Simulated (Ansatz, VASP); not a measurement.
**One calculation of Fe, two programs**

Contents of INCAR:

```
PREC     = Accurate       # precision mode
ENCUT    = 600            # plane-wave cutoff, eV
EDIFF    = 1E-6           # SCF threshold, eV
ISMEAR   = -1             # smearing method
SIGMA    = 0.03           # smearing width, eV
LREAL    = False          # projectors in reciprocal space
LASPH    = True           # aspherical terms in the spheres
NELM     = 120            # most SCF steps
ALGO     = Normal         # electronic algorithm
ISIF     = 2              # what is computed and relaxed
LWAVE    = False          # write WAVECAR
LCHARG   = True           # write CHGCAR
GGA      = CA             # functional
LELF     = True           # ELF
LVHAR    = True         
NBANDS   = 10             # bands
GGA_COMPAT= False
```

The input KPOINTS:

```
regular mesh
0
Gamma
  16 16 16
```

The input POSCAR:

```
Fe
1.0
   -1.3498227879      1.3498227879      1.3498227879
    1.3498227879     -1.3498227879      1.3498227879
    1.3498227879      1.3498227879     -1.3498227879
Fe
1
Direct
    0.0000000000      0.0000000000      0.0000000000
```

Input for Ansatz:

```yaml
crystal:
  lattice:
    - [-1.3498227879, 1.3498227879, 1.3498227879]
    - [1.3498227879, -1.3498227879, 1.3498227879]
    - [1.3498227879, 1.3498227879, -1.3498227879]
  atoms:
    - { symbol: Fe, position: [0.0, 0.0, 0.0] }
hamiltonian:
  xc: lda
  pseudopotentials:
    kind: paw
    azcp:
      Fe: "pseudopotentials/Fe.paw.azcp"
basis:
  ecutwfc: 420
  fft_grid_basis: typed
kpoints:
  mp_grid: { grid: [16, 16, 16], shift: [0, 0, 0] }
magnetization:
  spin_polarized: false
scf:
  occupations: { method: fermi_dirac, width: 0.03 }
  lower_state_search: "off"
output:
  stress: true
  write_density: true
  write_potential: true
  elf: true
  volumetric_format: npy
```

Alike in both runs: task single point; functional LDA; k mesh 16 × 16 × 16; occupations fermi-dirac, width 0.03 eV; no spin polarisation.

|  | VASP | Ansatz |
| --- | --- | --- |
| version | VASP 6.6.1 | Ansatz 0.2.0 |
| potentials or method | VASP PAW LDA potentials, release 64 (Fe), cutoff 600 eV | plane waves (420 eV) with PAW, scalar-relativistic |
| valence electrons in the cell | 8 | 16 |

Ansatz gave:

```
pressure (GPa) : -1.0
```

Problem. Which values does VASP return?

Solution. Pressure (GPa): -1.4.

Ansatz warns that its potentials were made for another functional, while VASP's fit it. LDA's correlation is that of Perdew and Zunger in VASP and of Perdew and Wang (1992) in Ansatz. VASP's potentials hold 8 valence electrons a cell and Ansatz's 16, so a difference there can come from the potentials and not from the codes.
